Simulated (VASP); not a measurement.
# MgTe (P6_3mc) in VASP: single point with HSE06

Aim: the single point of MgTe with HSE06.

Program: VASP 6.6.1. These are calculated values, not measurements. Logs are shortened: lines on timing, memory, paths and dates and some standing lists are left out, and cuts for length are marked.

## 1. The cell of the first run

It takes space group P6_3mc (No. 186, hexagonal). The conventional cell has a = 4.578 Å, b = 4.578 Å, c = 7.455 Å, α = 90.00°, β = 90.00°, γ = 120.00°. Within 3.7 Å of Mg (site symmetry 3m) lie 4 Te at 2.80 Å. Te (site symmetry 3m) has 4 Mg at 2.80 Å within 3.7 Å.

## 2. Single point, HSE06

POSCAR

```
MgTe
1.0
    4.5776356501      0.0000000000      0.0000000000
   -2.2888178251      3.9643487623      0.0000000000
    0.0000000000      0.0000000000      7.4550892427
Mg Te
2 2
Direct
    0.3333333333      0.6666666667     -0.0006080525
    0.6666666667      0.3333333333      0.4993919475
    0.3333333333      0.6666666667      0.3756080525
    0.6666666667      0.3333333333      0.8756080525
```

INCAR.step1

```
PREC = Accurate ; ENCUT = 520
EDIFF = 1E-5 ; ISMEAR = 0
SIGMA = 0.01 ; LREAL = F
LASPH = T ; NELM = 120
ALGO = Normal ; ISIF = 2
LWAVE = T ; GGA = PE
NBANDS = 16 ; GGA_COMPAT = F
```

INCAR.step2

```
PREC = Accurate ; ENCUT = 520
EDIFF = 1E-6 ; ISMEAR = 0
SIGMA = 0.01 ; LREAL = F
LASPH = T ; NELM = 120
ALGO = Normal ; ISIF = 2
LWAVE = F ; LCHARG = T
GGA = PE ; LHFCALC = T
HFSCREEN = 0.2079 ; PRECFOCK = Normal
LELF = T ; LVHAR = T
ISTART = 1 ; NBANDS = 16
GGA_COMPAT = F
```

KPOINTS

```
Automatic mesh
0
Gamma
  6 6 2
```

Potentials or basis: VASP PAW PBE potentials, release 64 (Mg, Te).

On the command line:

```sh
cat potpaw_PBE.64/Mg/POTCAR potpaw_PBE.64/Te/POTCAR > POTCAR
cp INCAR.step1 INCAR
mpirun -np 1 vasp_std > vasp.out
cp INCAR.step2 INCAR
mpirun -np 1 vasp_std > vasp.out
```

OUTCAR:

```text
PREC = Accurate
   ENCUT = 520
   EDIFF = 1E-6
   ISMEAR = 0
   LREAL = F
   LASPH = T
   NELM = 120
   ISIF = 2
   GGA = PE
   LHFCALC = T
   HFSCREEN = 0.2079
   PRECFOCK = Normal
   ISTART = 1

 ion  position               nearest neighbor table
   1  0.333  0.667  0.999-   4 2.80   4 2.80   4 2.80   3 2.80
   2  0.667  0.333  0.499-   3 2.80   3 2.80   3 2.80   4 2.80
   3  0.333  0.667  0.376-   2 2.80   2 2.80   2 2.80   1 2.80
   4  0.667  0.333  0.876-   1 2.80   1 2.80   1 2.80   2 2.80

  LATTYP: Found a hexagonal cell.
 ALAT       =     4.5776356501
 C/A-ratio  =     1.6285894756

  Lattice vectors:

 A1 = (   4.5776356501,   0.0000000000,   0.0000000000)
 A2 = (  -2.2888178251,   3.9643487623,   0.0000000000)
 A3 = (   0.0000000000,   0.0000000000,   7.4550892427)

Analysis of symmetry for initial positions (statically):
=====================================================================
 Subroutine PRICEL returns:
 Original cell was already a primitive cell.

 Routine SETGRP: Setting up the symmetry group for a
 hexagonal supercell.

 Subroutine GETGRP returns: Found 12 space group operations
 (whereof  6 operations were pure point group operations)
 out of a pool of 24 trial point group operations.

The static configuration has the point symmetry C_3v.
 The point group associated with its full space group is C_6v.

Analysis of symmetry for dynamics (positions and initial velocities):
=====================================================================
 Subroutine PRICEL returns:
 Original cell was already a primitive cell.

 Routine SETGRP: Setting up the symmetry group for a
 hexagonal supercell.

 Subroutine GETGRP returns: Found 12 space group operations
 (whereof  6 operations were pure point group operations)
 out of a pool of 24 trial point group operations.

The dynamic configuration has the point symmetry C_3v.
 The point group associated with its full space group is C_6v.

 Subroutine INISYM returns: Found 12 space group operations
 (whereof  6 operations are pure point group operations),
 and found     1 'primitive' translations

----------------------------------------------------------------------------------------

                                     Primitive cell

  volume of cell :     135.2901

  direct lattice vectors                    reciprocal lattice vectors
     4.577635650  0.000000000  0.000000000     0.218453384  0.126124120  0.000000000
    -2.288817825  3.964348762  0.000000000     0.000000000  0.252248240  0.000000000
     0.000000000  0.000000000  7.455089243     0.000000000  0.000000000  0.134136557

  length of vectors
     4.577635650  4.577635650  7.455089243     0.252248240  0.252248240  0.134136557

  position of ions in fractional coordinates (direct lattice)
     0.333333333  0.666666667  0.999391948
     0.666666667  0.333333333  0.499391948
     0.333333333  0.666666667  0.375608052
     0.666666667  0.333333333  0.875608052

  ion indices of the primitive-cell ions
   primitive index   ion index
                 1           1
                 2           2
                 3           3
                 4           4

----------------------------------------------------------------------------------------

 KPOINTS: Automatic mesh

Automatic generation of k-mesh.
 Grid dimensions read from file:
 generate k-points for:    6    6    2

 Generating k-lattice:

  Cartesian coordinates                     Fractional coordinates (reciprocal lattice)
     0.036408897  0.021020687  0.000000000     0.166666667  0.000000000  0.000000000
     0.000000000  0.042041373  0.000000000     0.000000000  0.166666667  0.000000000
     0.000000000  0.000000000  0.067068278     0.000000000  0.000000000  0.500000000

  Length of vectors
     0.042041373  0.042041373  0.067068278

  Shift w.r.t. Gamma in fractional coordinates (k-lattice)
     0.000000000  0.000000000  0.000000000

 Subroutine IBZKPT returns following result:
 ===========================================

 Found     14 irreducible k-points:

 Following reciprocal coordinates:
            Coordinates               Weight
  0.000000  0.000000  0.000000      1.000000
  0.166667 -0.000000  0.000000      6.000000
  0.333333  0.000000  0.000000      6.000000
  0.500000  0.000000  0.000000      3.000000
  0.166667  0.166667  0.000000      6.000000
  0.333333  0.166667  0.000000     12.000000
  0.333333  0.333333  0.000000      2.000000
  0.000000  0.000000  0.500000      1.000000
  0.166667 -0.000000  0.500000      6.000000
  0.333333  0.000000  0.500000      6.000000
  0.500000  0.000000  0.500000      3.000000
  0.166667  0.166667  0.500000      6.000000
  0.333333  0.166667  0.500000     12.000000
  0.333333  0.333333  0.500000      2.000000
   k-points           NKPTS =     14   k-points in BZ     NKDIM =     72   number of bands    NBANDS=     16
   number of dos      NEDOS =    301   number of ions     NIONS =      4
   total plane-waves  NPLWV =  72576
   dimension x,y,z NGX =    36 NGY =   36 NGZ =   56
   dimension x,y,z NGXF=    72 NGYF=   72 NGZF=  112
   ions per type =               2   2
   NGX,Y,Z   is equivalent  to a cutoff of  13.07, 13.07, 12.49 a.u.
   NGXF,Y,Z  is equivalent  to a cutoff of  26.15, 26.15, 24.98 a.u.
 SYSTEM =  unknown system
   PREC   = accura    normal or accurate (medium, high low for compatibility)
   ISTART =      1    job   : 0-new  1-cont  2-samecut
   ICHARG =      0    charge: 1-file 2-atom 10-const
   ISPIN  =      1    spin polarized calculation?
   LNONCOLLINEAR =      F non collinear calculations
   LSORBIT =      F    spin-orbit coupling
   LASPH  =      T    aspherical Exc in radial PAW
   ENCUT  =  520.0 eV  38.22 Ry    6.18 a.u.   8.51  8.51 13.86*2*pi/ulx,y,z
   NELM   =    120;   NELMIN=  2; NELMDL=  0     # of ELM steps
   EDIFF  = 0.1E-05   stopping-criterion for ELM
   LREAL  =      F    real-space projection
   EDIFFG = 0.1E-04   stopping-criterion for IOM
   NSW    =      0    number of steps for IOM
   IBRION =     -1    ionic relax: 0-MD 1-quasi-New 2-CG
   NFREE  =      0    steps in history (QN), initial steepest desc. (CG)
   ISIF   =      2    stress and relaxation
   ISYM   =      3    0-nonsym 1-usesym 2-fastsym
   POTIM  = 0.5000    time-step for ionic-motion
   TEBEG  =    0.0;   TEEND  =   0.0 temperature during run
   PSTRESS=    0.0 pullay stress
   NELECT =      16.0000    total number of electrons
   NUPDOWN=      -1.0000    fix difference up-down
   EMIN   =  10.00;   EMAX   =-10.00  energy-range for DOS
   EFERMI =   0.00;   METHOD = LEGACY
   ISMEAR =     0;   SIGMA  =   0.01  broadening in eV -4-tet -1-fermi 0-gaus
   EFERMI_NEDOS =   21; number of points for ismear=-14 and -15
   IALGO  =     38    algorithm
   IMIX   =      1    mixing-type and parameters
     AMIX     =   0.40;   BMIX     =  1.00
     AMIX_MAG =   1.60;   BMIX_MAG =  1.00
  volume/ion in A,a.u.               =      33.82       228.25
  Fermi-wavevector in a.u.,A,eV,Ry     =   0.803575  1.518536  8.785718  0.645732
  Thomas-Fermi vector in A             =   1.911468
   LORBIT       =      0    0 simple, 1 ext, 2 COOP (PROOUT), +10 PAW based schemes
   GGA     = PE    functional components
   LHFCALC =     T    Hartree Fock is set to
   PRECFOCK=normal    Normal, Fast or Accurate (Low or Medium for compatibility)
   ENCUT4O =  -1.0   cutoff for four orbital integrals eV
   NKREDX  =     1    reduce k-point grid by
   NKREDY  =     1    reduce k-point grid by
   NKREDZ  =     1    reduce k-point grid by
   AEXX    =    0.2500 exact exchange contribution
   HFSCREEN=    0.2079 screening length (either q_TF or 0.3 A-1)
   HFSCREENC=   0.2079 screening length for correlation (either q_TF or 0.3 A-1)
   ENCUTFOCK=  -1.0 apply spherical cutoff to Coloumb kernel
   IVDW    =     0    specifies the selected vdW correction
   LEPSILON=     F    determine dielectric tensor
   LRPA    =     F    only Hartree local field effects (RPA)
 non-spin polarized calculation
 Gauss-broadening in eV      SIGMA  =   0.01
  energy-cutoff  :      520.00
  volume of cell :      135.29
 maximum number of plane-waves:      3670
 NGX is ok and might be reduce to    36
  NGX = 28; NGY = 28; NGZ = 42

 number of electron      16.0000001 magnetization

 Free energy of the ion-electron system (eV)
  ---------------------------------------------------
  ext. energy  EPLUGINS =         0.00000000
  ---------------------------------------------------
  free energy    TOTEN  =       -15.12138356 eV

  energy without entropy =      -15.12138356  energy(sigma->0) =      -15.12138356

 E-fermi :   1.3787     XC(G=0):  -6.5884

 val. band max:        1.3219472912   @ k =   0.0000   0.0000   0.0000
 cond. band min:       4.5282136233   @ k =   0.0000   0.0000   0.0000
 fundamental gap:      3.2062663322
 Fermi energy:         1.3787497765

 k-point     1 :       0.0000    0.0000    0.0000
  band No.  band energies     occupation
      1      -9.8086      2.00000
      2      -9.1300      2.00000
      3      -2.1859      2.00000
      4       0.7959      2.00000
      5       0.7959      2.00000
      6       1.3210      2.00000
[... 8 lines left out ...]
     15       8.5269      0.00000
     16       9.5190      0.00000

 k-point     2 :       0.1667   -0.0000    0.0000
  band No.  band energies     occupation
      1      -9.6784      2.00000
      2      -9.0590      2.00000
      3      -1.9974      2.00000
      4      -0.0910      2.00000
      5       0.3572      2.00000
      6       0.5510      2.00000
[... 8 lines left out ...]
     15       8.5576      0.00000
     16       9.0899      0.00000

 k-point     3 :       0.3333    0.0000    0.0000
  band No.  band energies     occupation
      1      -9.3659      2.00000
      2      -8.9340      2.00000
      3      -1.7067      2.00000
      4      -1.1307      2.00000
      5      -0.8703      2.00000
      6       0.1653      2.00000
[... 8 lines left out ...]
     15       9.2525      0.00000
     16      10.2375      0.00000

 k-point     4 :       0.5000    0.0000    0.0000
  band No.  band energies     occupation
      1      -9.1491      2.00000
      2      -8.9112      2.00000
      3      -1.9918      2.00000
      4      -1.4872      2.00000
      5      -0.7811      2.00000
      6       0.0029      2.00000
[... 8 lines left out ...]
     15       9.3940      0.00000
     16      10.7218      0.00000

 k-point     5 :       0.1667    0.1667    0.0000
  band No.  band energies     occupation
      1      -9.4543      2.00000
      2      -8.9604      2.00000
      3      -1.7000      2.00000
      4      -0.7523      2.00000
      5      -0.7154      2.00000
      6       0.1456      2.00000
[... 8 lines left out ...]
     15       8.9186      0.00000
     16       9.5420      0.00000

 k-point     6 :       0.3333    0.1667    0.0000
  band No.  band energies     occupation
      1      -9.1584      2.00000
      2      -8.9047      2.00000
      3      -1.7417      2.00000
      4      -1.3568      2.00000
      5      -0.7797      2.00000
      6      -0.4180      2.00000
[... 8 lines left out ...]
     15       9.2627      0.00000
     16       9.9470      0.00000
[... 77 lines left out ...]
 k-point    11 :       0.5000    0.0000    0.5000
  band No.  band energies     occupation
      1      -9.0291      2.00000
      2      -9.0291      2.00000
      3      -2.0887      2.00000
      4      -2.0887      2.00000
      5       0.3685      2.00000
      6       0.3685      2.00000
[... 8 lines left out ...]
     15      10.1811      0.00000
     16      10.1811      0.00000

 k-point    12 :       0.1667    0.1667    0.5000
  band No.  band energies     occupation
      1      -9.2211      2.00000
      2      -9.2211      2.00000
      3      -1.3734      2.00000
      4      -1.3734      2.00000
      5       0.2095      2.00000
      6       0.2095      2.00000
[... 8 lines left out ...]
     15       9.1124      0.00000
     16       9.1124      0.00000

 k-point    13 :       0.3333    0.1667    0.5000
  band No.  band energies     occupation
      1      -9.0312      2.00000
      2      -9.0312      2.00000
      3      -1.8991      2.00000
      4      -1.8991      2.00000
      5      -0.2033      2.00000
      6      -0.2033      2.00000
[... 8 lines left out ...]
     15       9.7462      0.00000
     16       9.7462      0.00000

 k-point    14 :       0.3333    0.3333    0.5000
  band No.  band energies     occupation
      1      -8.9650      2.00000
      2      -8.9650      2.00000
      3      -1.8573      2.00000
      4      -1.8573      2.00000
      5      -0.7388      2.00000
      6      -0.7388      2.00000
[... 8 lines left out ...]
     15       9.6351      0.00000
     16       9.6351      0.00000

------------------------ aborting loop because EDIFF is reached ----------------------------------------

  FORCE on cell =-STRESS in cart. coord.  units (eV):
  Direction    XX          YY          ZZ          XY          YZ          ZX
  --------------------------------------------------------------------------------------
  -------------------------------------------------------------------------------------
  Total       -0.1959555     -0.1959555     -0.2167008      0.0000000      0.0000000      0.0000000
  in kB       -2.3206096     -2.3206096     -2.5662865      0.0000000      0.0000000      0.0000000
  external PRESSURE =      -2.4025019 kB  Pullay stress =       0.0000000 kB

 VOLUME and BASIS-vectors are now :
 -----------------------------------------------------------------------------
  energy-cutoff  :      520.00
  volume of cell :      135.29
      direct lattice vectors                 reciprocal lattice vectors
     4.577635650  0.000000000  0.000000000     0.218453384  0.126124120  0.000000000
    -2.288817825  3.964348762  0.000000000     0.000000000  0.252248240  0.000000000
     0.000000000  0.000000000  7.455089243     0.000000000  0.000000000  0.134136557

 POSITION                                       TOTAL-FORCE (eV/Angst)
 -----------------------------------------------------------------------------------
     -0.00000      2.64290      7.45056        -0.000000      0.000000     -0.001816
      2.28882      1.32145      3.72301        -0.000000      0.000000     -0.001816
     -0.00000      2.64290      2.80019        -0.000000     -0.000000      0.001816
      2.28882      1.32145      6.52774         0.000000      0.000000      0.001816
 -----------------------------------------------------------------------------------
    total drift:                               -0.000000     -0.000000      0.000527

  FREE ENERGIE OF THE ION-ELECTRON SYSTEM (eV)
  ---------------------------------------------------
  free  energy   TOTEN  =       -15.1213835636 eV

  energy  without entropy=      -15.1213835636  energy(sigma->0) =      -15.12138356
```

Run time: 14 min. Hardware: 1 thread of Intel Xeon 6975P-C (Granite Rapids), shared host; peak memory 0.38 GiB.

Results:

| Property | Result |
| --- | --- |
| Free energy | -15.1214 eV |
| Pressure | -0.2 GPa |
| Band gap on the k mesh | 3.21 eV |

Caveat: the k points lie up to 0.42 Å⁻¹ apart; the structure was generated, so it needn't be the stable form of MgTe; the PAW data sets were made with another functional, which shifts forces and pressure a little; spin-orbit coupling is left out, which moves the levels of the heavy elements.
